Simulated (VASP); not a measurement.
A run of VASP 6.6.1:

POSCAR

```
CdS
1.0
    4.2611700000      0.0000000000      0.0000000000
   -2.1305850000      3.6902814698      0.0000000000
    0.0000000000      0.0000000000      5.8041730000
Cd S
1 1
Direct
    0.0000000000      0.0000000000      0.4426920000
    0.6666666667      0.3333333333      0.4343080000
```

The input INCAR.step1:

```
PREC = Accurate ; ENCUT = 550
ISMEAR = -1 ; SIGMA = 0.1
LREAL = False ; LASPH = True
NELM = 120 ; NBANDS = 16
GGA = PE ; ALGO = Normal
EDIFF = 1E-5 ; LWAVE = True
LCHARG = False ; GGA_COMPAT = False
```

Contents of INCAR.step2:

```
PREC = Accurate ; ENCUT = 550
EDIFF = 1E-6 ; ISMEAR = -1
SIGMA = 0.1 ; LREAL = False
LASPH = True ; NELM = 120
ALGO = Normal ; ISIF = 2
LWAVE = False ; LCHARG = False
METAGGA = R2SCAN ; LMIXTAU = True
NBANDS = 16 ; ISTART = 1
GGA_COMPAT = False
```

File KPOINTS:

```
Automatic mesh
0
Gamma
  6 6 4
```

Potentials or basis: VASP PAW PBE potentials, release 64 (Cd, S).

Run with:

```console
$ cat potpaw_PBE.64/Cd/POTCAR potpaw_PBE.64/S/POTCAR > POTCAR
$ cp INCAR.step1 INCAR
$ mpirun -np 1 vasp_std > vasp.out
$ cp INCAR.step2 INCAR
$ mpirun -np 1 vasp_std > vasp.out
```

Hardware: 1 thread of AMD EPYC 9R45 96-Core Processor (Zen 5), on a shared host.

Q: How long does it take, and how much memory?

A: Run time: 2 min on 1 thread of AMD EPYC 9R45 96-Core Processor (Zen 5) (shared host), peak memory 0.23 GiB. Counts: k points 24.
